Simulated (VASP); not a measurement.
# Rh (Fm-3m) in VASP: further runs

The runs below take Rh through electric field gradients, with LDA, PBE, PBEsol.

All numbers are computed with VASP 6.6.1; they aren't measurements. Logs are shortened: lines on timing, memory, paths and dates and some standing lists are left out, and cuts for length are marked.

## (1) The cell of the first run

Symmetry: Fm-3m, No. 225, cubic system. The conventional cell has a = 3.729 Å, b = 3.729 Å, c = 3.729 Å, α = 90.00°, β = 90.00°, γ = 90.00°. Rh (site symmetry m-3m) has 12 Rh at 2.64 Å within 3.5 Å.

## (2) Electric field gradients, LDA (12.96 Å³/atom)

The input, INCAR:

```
PREC = Accurate
ENCUT = 460
EDIFF = 1E-8
ISMEAR = -1
SIGMA = 0.05
LREAL = False
LASPH = True
NELM = 120
ALGO = Normal
ISIF = 2
LWAVE = False
LCHARG = False
GGA = CA
LEFG = True
NBANDS = 14
GGA_COMPAT = False
```

The input, KPOINTS:

```
Automatic mesh
0
Gamma
  18 18 18
```

The input, POSCAR:

```
Rh
1.0
    0.0000000000      1.8644691979      1.8644691979
    1.8644691979      0.0000000000      1.8644691979
    1.8644691979      1.8644691979      0.0000000000
Rh
1
Direct
    0.0000000000      0.0000000000      0.0000000000
```

Potentials or basis: VASP PAW LDA potentials, release 64 (Rh_sv_GW).

Launch:

```console
> cat potpaw_LDA.64/Rh_sv_GW/POTCAR > POTCAR
> mpirun -np 1 vasp_std > vasp.out
```

OUTCAR:

```text
PREC = Accurate
   ENCUT = 460
   EDIFF = 1E-8
   ISMEAR = -1
   LREAL = False
   LASPH = True
   NELM = 120
   ISIF = 2
   GGA = CA

 ion  position               nearest neighbor table
   1  0.000  0.000  0.000-

  LATTYP: Found a face centered cubic cell.
 ALAT       =     3.7289383958

  Lattice vectors:

 A1 = (   0.0000000000,   1.8644691979,   1.8644691979)
 A2 = (   1.8644691979,   0.0000000000,   1.8644691979)
 A3 = (   1.8644691979,   1.8644691979,   0.0000000000)

Analysis of symmetry for initial positions (statically):
=====================================================================
 Subroutine PRICEL returns:
 Original cell was already a primitive cell.

 Routine SETGRP: Setting up the symmetry group for a
 face centered cubic supercell.

 Subroutine GETGRP returns: Found 48 space group operations
 (whereof 48 operations were pure point group operations)
 out of a pool of 48 trial point group operations.

The static configuration has the point symmetry O_h .

Analysis of symmetry for dynamics (positions and initial velocities):
=====================================================================
 Subroutine PRICEL returns:
 Original cell was already a primitive cell.

 Routine SETGRP: Setting up the symmetry group for a
 face centered cubic supercell.

 Subroutine GETGRP returns: Found 48 space group operations
 (whereof 48 operations were pure point group operations)
 out of a pool of 48 trial point group operations.

The dynamic configuration has the point symmetry O_h .

 Subroutine INISYM returns: Found 48 space group operations
 (whereof 48 operations are pure point group operations),
 and found     1 'primitive' translations

----------------------------------------------------------------------------------------

                                     Primitive cell

  volume of cell :      12.9627

  direct lattice vectors                    reciprocal lattice vectors
     0.000000000  1.864469198  1.864469198    -0.268172840  0.268172840  0.268172840
     1.864469198  0.000000000  1.864469198     0.268172840 -0.268172840  0.268172840
     1.864469198  1.864469198  0.000000000     0.268172840  0.268172840 -0.268172840

  length of vectors
     2.636757626  2.636757626  2.636757626     0.464488984  0.464488984  0.464488984

  position of ions in fractional coordinates (direct lattice)
     0.000000000  0.000000000  0.000000000

  ion indices of the primitive-cell ions
   primitive index   ion index
                 1           1

----------------------------------------------------------------------------------------

 KPOINTS: Automatic mesh

Automatic generation of k-mesh.
 Grid dimensions read from file:
 generate k-points for:   18   18   18

 Generating k-lattice:

  Cartesian coordinates                     Fractional coordinates (reciprocal lattice)
    -0.014898491  0.014898491  0.014898491     0.055555556  0.000000000  0.000000000
     0.014898491 -0.014898491  0.014898491     0.000000000  0.055555556  0.000000000
     0.014898491  0.014898491 -0.014898491     0.000000000  0.000000000  0.055555556

  Length of vectors
     0.025804944  0.025804944  0.025804944

  Shift w.r.t. Gamma in fractional coordinates (k-lattice)
     0.000000000  0.000000000  0.000000000

 Subroutine IBZKPT returns following result:
 ===========================================

 Found    195 irreducible k-points:

 Following reciprocal coordinates:
            Coordinates               Weight
  0.000000  0.000000  0.000000      1.000000
  0.055556  0.000000  0.000000      8.000000
  0.111111  0.000000  0.000000      8.000000
  0.166667  0.000000  0.000000      8.000000
  0.222222  0.000000  0.000000      8.000000
  0.277778  0.000000  0.000000      8.000000
[... 16 lines left out ...]
 -0.277778  0.055556  0.000000     24.000000
 -0.222222  0.055556  0.000000     24.000000
 [... further k-points ...]
   k-points           NKPTS =    195   k-points in BZ     NKDIM =    195   number of bands    NBANDS=     14
   number of dos      NEDOS =    301   number of ions     NIONS =      1
   total plane-waves  NPLWV =   5832
   dimension x,y,z NGX =    18 NGY =   18 NGZ =   18
   dimension x,y,z NGXF=    36 NGYF=   36 NGZF=   36
   ions per type =               1
   NGX,Y,Z   is equivalent  to a cutoff of  11.35, 11.35, 11.35 a.u.
   NGXF,Y,Z  is equivalent  to a cutoff of  22.70, 22.70, 22.70 a.u.
 SYSTEM =  unknown system
   PREC   = accura    normal or accurate (medium, high low for compatibility)
   ISTART =      0    job   : 0-new  1-cont  2-samecut
   ICHARG =      2    charge: 1-file 2-atom 10-const
   ISPIN  =      1    spin polarized calculation?
   LNONCOLLINEAR =      F non collinear calculations
   LSORBIT =      F    spin-orbit coupling
   LASPH  =      T    aspherical Exc in radial PAW
   ENCUT  =  460.0 eV  33.81 Ry    5.81 a.u.   4.61  4.61  4.61*2*pi/ulx,y,z
   NELM   =    120;   NELMIN=  2; NELMDL= -5     # of ELM steps
   EDIFF  = 0.1E-07   stopping-criterion for ELM
   LREAL  =      F    real-space projection
   EDIFFG = 0.1E-06   stopping-criterion for IOM
   NSW    =      0    number of steps for IOM
   IBRION =     -1    ionic relax: 0-MD 1-quasi-New 2-CG
   NFREE  =      0    steps in history (QN), initial steepest desc. (CG)
   ISIF   =      2    stress and relaxation
   ISYM   =      2    0-nonsym 1-usesym 2-fastsym
   POTIM  = 0.5000    time-step for ionic-motion
   TEBEG  =    0.0;   TEEND  =   0.0 temperature during run
   PSTRESS=    0.0 pullay stress
   NELECT =      17.0000    total number of electrons
   NUPDOWN=      -1.0000    fix difference up-down
   EMIN   =  10.00;   EMAX   =-10.00  energy-range for DOS
   EFERMI =   0.00;   METHOD = LEGACY
   ISMEAR =    -1;   SIGMA  =   0.05  broadening in eV -4-tet -1-fermi 0-gaus
   EFERMI_NEDOS =   21; number of points for ismear=-14 and -15
   IALGO  =     38    algorithm
   IMIX   =      4    mixing-type and parameters
     AMIX     =   0.40;   BMIX     =  1.00
     AMIX_MAG =   1.60;   BMIX_MAG =  1.00
  volume/ion in A,a.u.               =      12.96        87.48
  Fermi-wavevector in a.u.,A,eV,Ry     =   1.791950  3.386295 43.689469  3.211085
  Thomas-Fermi vector in A             =   2.854413
   LORBIT       =      0    0 simple, 1 ext, 2 COOP (PROOUT), +10 PAW based schemes
   GGA     = CA    functional components
   LHFCALC =     F    Hartree Fock is set to
   AEXX    =    0.0000 exact exchange contribution
   IVDW    =     0    specifies the selected vdW correction
   LEPSILON=     F    determine dielectric tensor
   LRPA    =     F    only Hartree local field effects (RPA)
 non-spin polarized calculation
  energy-cutoff  :      460.00
  volume of cell :       12.96
 maximum number of plane-waves:       303
   NGX =  9   NGY =  9   NGZ =  9

 number of electron      17.0000008 magnetization

 Free energy of the ion-electron system (eV)
  ---------------------------------------------------
  ext. energy  EPLUGINS =         0.00000000
  ---------------------------------------------------
  free energy    TOTEN  =        -7.82523098 eV

  energy without entropy =       -7.81534862  energy(sigma->0) =       -7.82028980

 E-fermi :  11.6533     XC(G=0): -14.8060

 val. band max:       11.6470390769   @ k =   0.5000   0.2222   0.1111
 cond. band min:      11.6567373260   @ k =  -0.4444   0.3333   0.1667
 fundamental gap:      0.0096982491
 Fermi energy:        11.6533430855

 k-point     1 :       0.0000    0.0000    0.0000
  band No.  band energies     occupation
      1     -66.9951      2.00000
      2     -34.6075      2.00000
      3     -34.6075      2.00000
      4     -34.6075      2.00000
      5       3.1844      2.00000
      6       8.2367      2.00000
      7       8.2367      2.00000
      8       8.2367      2.00000
      9      10.5666      2.00000
     10      10.5666      2.00000
     11      27.3174      0.00000
     12      32.9267      0.00000
     13      32.9267      0.00000
     14      32.9267      0.00000

 k-point     2 :       0.0556    0.0000    0.0000
  band No.  band energies     occupation
      1     -66.9907      2.00000
      2     -34.6371      2.00000
      3     -34.6120      2.00000
      4     -34.6120      2.00000
      5       3.3164      2.00000
      6       8.1740      2.00000
      7       8.2896      2.00000
      8       8.2896      2.00000
      9      10.5347      2.00000
     10      10.5347      2.00000
[... 362 lines left out ...]
 k-point    24 :      -0.2222    0.0556    0.0000
  band No.  band energies     occupation
      1     -66.9220      2.00000
      2     -35.0503      2.00000
      3     -34.6980      2.00000
      4     -34.6577      2.00000
      5       5.0680      2.00000
      6       7.8800      2.00000
      7       8.6697      2.00000
      8       8.7248      2.00000
      9      10.3351      2.00000
     10      11.0946      1.99997
     11      27.3707      0.00000
     12      29.3574      0.00000
     13      34.9090      0.00000
     14      36.6682      0.00000

 [... further k-points ...]
[... 5 lines left out ...]
  --------------------------------------------------------------------------------------
  -------------------------------------------------------------------------------------
  Total        0.3513411      0.3513411      0.3513411      0.0000000      0.0000000      0.0000000
  in kB       43.4254119     43.4254119     43.4254119      0.0000000      0.0000000      0.0000000
  external PRESSURE =      43.4254119 kB  Pullay stress =       0.0000000 kB

 VOLUME and BASIS-vectors are now :
 -----------------------------------------------------------------------------
  energy-cutoff  :      460.00
  volume of cell :       12.96
      direct lattice vectors                 reciprocal lattice vectors
     0.000000000  1.864469198  1.864469198    -0.268172840  0.268172840  0.268172840
     1.864469198  0.000000000  1.864469198     0.268172840 -0.268172840  0.268172840
     1.864469198  1.864469198  0.000000000     0.268172840  0.268172840 -0.268172840

 POSITION                                       TOTAL-FORCE (eV/Angst)
 -----------------------------------------------------------------------------------
      0.00000      0.00000      0.00000        -0.000000      0.000000      0.000000
 -----------------------------------------------------------------------------------
    total drift:                                0.000000     -0.000000      0.000000

  FREE ENERGIE OF THE ION-ELECTRON SYSTEM (eV)
  ---------------------------------------------------
  free  energy   TOTEN  =        -7.8252309822 eV

  energy  without entropy=       -7.8153486217  energy(sigma->0) =       -7.82028980

 Electric field gradients (V/A^2)
---------------------------------------------------------------------
 ion       V_xx      V_yy      V_zz      V_xy      V_xz      V_yz
---------------------------------------------------------------------
   1       0.000     0.000    -0.000     0.002     0.002     0.002
---------------------------------------------------------------------

 Electric field gradients after diagonalization (V/A^2)
 (convention: |V_zz| > |V_xx| > |V_yy|)
----------------------------------------------------------------------
 ion       V_xx      V_yy      V_zz     asymmetry (V_yy - V_xx)/ V_zz
----------------------------------------------------------------------
   1      -0.002    -0.002     0.004       0.000
----------------------------------------------------------------------

           NMR quadrupolar parameters

 Cq : quadrupolar parameter    Cq=e*Q*V_zz/h
 eta: asymmetry parameters     (V_yy - V_xx)/ V_zz
 Q  : nuclear electric quadrupole moment in mb (millibarn)
----------------------------------------------------------------------
 ion       Cq(MHz)       eta       Q (mb)
----------------------------------------------------------------------
   1       0.000       0.000       1.000
----------------------------------------------------------------------
```

Wall time 63 s (1 thread of AMD EPYC, shared host); peak memory 0.12 GiB.

Results:

| Quantity | Value |
| --- | --- |
| Free energy | -7.8252 eV |
| Pressure | 4.3 GPa |
| Band gap on the k mesh | zero (an odd number of electrons rules out a gap without spin polarisation) |
| Largest electric field gradient by atom | under 0.05 V/Å² on every atom |

Caveat: the cell stands under pressure.

[end of part 1 of 2]
